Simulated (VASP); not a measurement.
# CdTe (zincblende type) (F-43m) in VASP: notebook, part 2 of 2

VASP 6.6.1. The steps go on from the part before.

## Step 4: Single point, LDA

This run uses another cell than the first one, of 32.88 Å³/atom.

Contents of INCAR:

```
SYSTEM = CdTe
PREC = Accurate ; ENCUT = 520
EDIFF = 1E-7 ; ISMEAR = -1
SIGMA = 0.05 ; LREAL = .False.
LASPH = .True. ; NELM = 80
ALGO = Normal ; ISIF = 2
LWAVE = .False. ; LCHARG = .True.
GGA = CA ; LELF = .True.
LVHAR = .True. ; NBANDS = 16
```

Contents of KPOINTS:

```
regular mesh
0
Gamma
  12 12 12
  0 0 0
```

Contents of POSCAR:

```
CdTe
1.0
    0.0000000000      3.2036987384      3.2036987384
    3.2036987384      0.0000000000      3.2036987384
    3.2036987384      3.2036987384      0.0000000000
Cd Te
1 1
Direct
    0.0000000000      0.0000000000      0.0000000000
    0.2500000000      0.2500000000      0.2500000000
```

Potentials or basis: VASP PAW LDA potentials, release 64 (Cd, Te).

Run with:

```sh
cat potpaw_LDA.64/Cd/POTCAR potpaw_LDA.64/Te/POTCAR > POTCAR
mpirun -np 1 vasp_std > vasp.out
```

OUTCAR:

```text
SYSTEM = CdTe
   PREC = Accurate
   ENCUT = 520
   EDIFF = 1E-7
   ISMEAR = -1
   LREAL = .False.
   LASPH = .True.
   NELM = 80
   ISIF = 2
   GGA = CA

 ion  position               nearest neighbor table
   1  0.000  0.000  0.000-   2 2.77   2 2.77   2 2.77   2 2.77
   2  0.250  0.250  0.250-   1 2.77   1 2.77   1 2.77   1 2.77

  LATTYP: Found a face centered cubic cell.
 ALAT       =     6.4073974768

  Lattice vectors:

 A1 = (   0.0000000000,   3.2036987384,   3.2036987384)
 A2 = (   3.2036987384,   0.0000000000,   3.2036987384)
 A3 = (   3.2036987384,   3.2036987384,   0.0000000000)

Analysis of symmetry for initial positions (statically):
=====================================================================
 Subroutine PRICEL returns:
 Original cell was already a primitive cell.

 Routine SETGRP: Setting up the symmetry group for a
 face centered cubic supercell.

 Subroutine GETGRP returns: Found 24 space group operations
 (whereof 24 operations were pure point group operations)
 out of a pool of 48 trial point group operations.

The static configuration has the point symmetry T_d .

Analysis of symmetry for dynamics (positions and initial velocities):
=====================================================================
 Subroutine PRICEL returns:
 Original cell was already a primitive cell.

 Routine SETGRP: Setting up the symmetry group for a
 face centered cubic supercell.

 Subroutine GETGRP returns: Found 24 space group operations
 (whereof 24 operations were pure point group operations)
 out of a pool of 48 trial point group operations.

The dynamic configuration has the point symmetry T_d .

 Subroutine INISYM returns: Found 24 space group operations
 (whereof 24 operations are pure point group operations),
 and found     1 'primitive' translations

[... 110 lines left out ...]
   EFERMI_NEDOS =   21; number of points for ismear=-14 and -15
   IALGO  =     38    algorithm
   IMIX   =      4    mixing-type and parameters
     AMIX     =   0.40;   BMIX     =  1.00
     AMIX_MAG =   1.60;   BMIX_MAG =  1.00
  volume/ion in A,a.u.               =      32.88       221.90
  Fermi-wavevector in a.u.,A,eV,Ry     =   1.062928  2.008643 15.372090  1.129817
  Thomas-Fermi vector in A             =   2.198396
   LORBIT       =      0    0 simple, 1 ext, 2 COOP (PROOUT), +10 PAW based schemes
   GGA     = CA    functional components
   LHFCALC =     F    Hartree Fock is set to
   AEXX    =    0.0000 exact exchange contribution
   IVDW    =     0    specifies the selected vdW correction
   LEPSILON=     F    determine dielectric tensor
   LRPA    =     F    only Hartree local field effects (RPA)
 non-spin polarized calculation
  energy-cutoff  :      520.00
  volume of cell :       65.76
 maximum number of plane-waves:      1807
 NGX is ok and might be reduce to    36
   NGX = 17   NGY = 17   NGZ = 17

 number of electron      17.9999996 magnetization

 Free energy of the ion-electron system (eV)
  ---------------------------------------------------
  ext. energy  EPLUGINS =         0.00000000
  ---------------------------------------------------
  free energy    TOTEN  =        -6.05200432 eV

  energy without entropy =       -6.05200023  energy(sigma->0) =       -6.05200227

 E-fermi :   2.8626     XC(G=0):  -9.0953

 val. band max:        2.4770508412   @ k =   0.0000   0.0000   0.0000
 cond. band min:       3.1347319702   @ k =   0.0000   0.0000   0.0000
 fundamental gap:      0.6576811291
 Fermi energy:         2.8625773304

 k-point     1 :       0.0000    0.0000    0.0000
  band No.  band energies     occupation
      1      -8.9659      2.00000
      2      -5.9387      2.00000
      3      -5.9387      2.00000
      4      -5.9387      2.00000
      5      -5.6481      2.00000
      6      -5.6481      2.00000
[... 433 lines left out ...]
      3      -5.8428      2.00000
      4      -5.6562      2.00000
      5      -5.6433      2.00000
      6      -5.2206      2.00000
[... 8 lines left out ...]
     15      11.8604      0.00000
     16      12.2444      0.00000

 [... further k-points ...]

------------------------ aborting loop because EDIFF is reached ----------------------------------------

  FORCE on cell =-STRESS in cart. coord.  units (eV):
  Direction    XX          YY          ZZ          XY          YZ          ZX
  --------------------------------------------------------------------------------------
  -------------------------------------------------------------------------------------
  Total        0.1204935      0.1204935      0.1204935      0.0000000      0.0000000      0.0000000
  in kB        2.9355488      2.9355488      2.9355488      0.0000000      0.0000000      0.0000000
  external PRESSURE =       2.9355488 kB  Pullay stress =       0.0000000 kB

 VOLUME and BASIS-vectors are now :
 -----------------------------------------------------------------------------
  energy-cutoff  :      520.00
  volume of cell :       65.76
      direct lattice vectors                 reciprocal lattice vectors
     0.000000000  3.203698738  3.203698738    -0.156069606  0.156069606  0.156069606
     3.203698738  0.000000000  3.203698738     0.156069606 -0.156069606  0.156069606
     3.203698738  3.203698738  0.000000000     0.156069606  0.156069606 -0.156069606

 POSITION                                       TOTAL-FORCE (eV/Angst)
 -----------------------------------------------------------------------------------
      0.00000      0.00000      0.00000        -0.000000     -0.000000     -0.000000
      1.60185      1.60185      1.60185         0.000000      0.000000      0.000000
 -----------------------------------------------------------------------------------
    total drift:                                0.000000      0.000000      0.000000

  FREE ENERGIE OF THE ION-ELECTRON SYSTEM (eV)
  ---------------------------------------------------
  free  energy   TOTEN  =        -6.0520043193 eV

  energy  without entropy=       -6.0520002299  energy(sigma->0) =       -6.05200227
```

stdout:

```text
POSCAR found type information on POSCAR CdTe
 POSCAR found :  2 types and       2 ions
 scaLAPACK will be used
 LDA part: xc-table for (Slater(with rela. corr.)+CA(PZ))
 , standard interpolation
 POSCAR, INCAR and KPOINTS ok, starting setup
 FFT: planning ... GRIDC
 FFT: planning ... GRID_SOFT
 FFT: planning ... GRID
 WAVECAR not read
 entering main loop
```

It took 92 s on 1 thread of Intel Xeon 8259CL, shared host; peak memory 0.22 GiB.

Results:

* Free energy: -6.0520 eV
* Pressure: 0.3 GPa
* Band gap on the k mesh: 0.66 eV

Caveat: spin-orbit coupling is left out, which moves the levels of the heavy elements.
